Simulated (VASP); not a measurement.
A run of VASP 6.6.1 is set up as follows.

Contents of INCAR:

```
ALGO     = Normal         # electronic algorithm
EDIFF    = 1E-6           # SCF threshold, eV
ENCUT    = 520            # plane-wave cutoff, eV
GGA      = PE             # functional
ISIF     = 2              # what is computed and relaxed
ISMEAR   = 0              # smearing method
LASPH    = True           # aspherical terms in the spheres
LCHARG   = False          # write CHGCAR
LREAL    = False          # projectors in reciprocal space
LWAVE    = False          # write WAVECAR
NBANDS   = 20             # bands
NELM     = 100            # most SCF steps
PREC     = Accurate       # precision mode
SIGMA    = 0.1            # smearing width, eV
```

KPOINTS

```
k-points
0
Gamma
  10 10 8
```

POSCAR

```
CuH8
1.0
    4.0369013416      0.0000000000      0.0000000000
    0.0000000000      4.0369013416      0.0000000000
    0.0000000000      0.0000000000      4.8672689304
Cu H
1 8
Direct
    0.0000000000      0.0000000000      0.0000000000
    0.3974871448      0.0000000000      0.0000000000
    0.6025128552      0.0000000000      0.0000000000
    0.0000000000      0.3974871448      0.0000000000
    0.0000000000      0.6025128552      0.0000000000
    0.2778293528      0.5000000000      0.5000000000
    0.7221706472      0.5000000000      0.5000000000
    0.5000000000      0.2778293528      0.5000000000
    0.5000000000      0.7221706472      0.5000000000
```

Potentials or basis: VASP PAW PBE potentials, release 64 (Cu, H).

Command:

```bash
$ cat potpaw_PBE.64/Cu/POTCAR potpaw_PBE.64/H/POTCAR > POTCAR
$ mpirun -np 1 vasp_std > vasp.out
```

Question: Predict the pressure.

Answer: -0.1 GPa.

Question: Estimate the largest force.

Answer: 0.042 eV/Å.

Forces on the atoms (eV/Å):
```
Cu   0.000  0.000  0.000
H    0.042  0.000  0.000
H   -0.042  0.000  0.000
H    0.000  0.042  0.000
H    0.000 -0.042  0.000
H   -0.007  0.000  0.000
H    0.007  0.000  0.000
H    0.000 -0.007  0.000
H    0.000  0.007  0.000
```
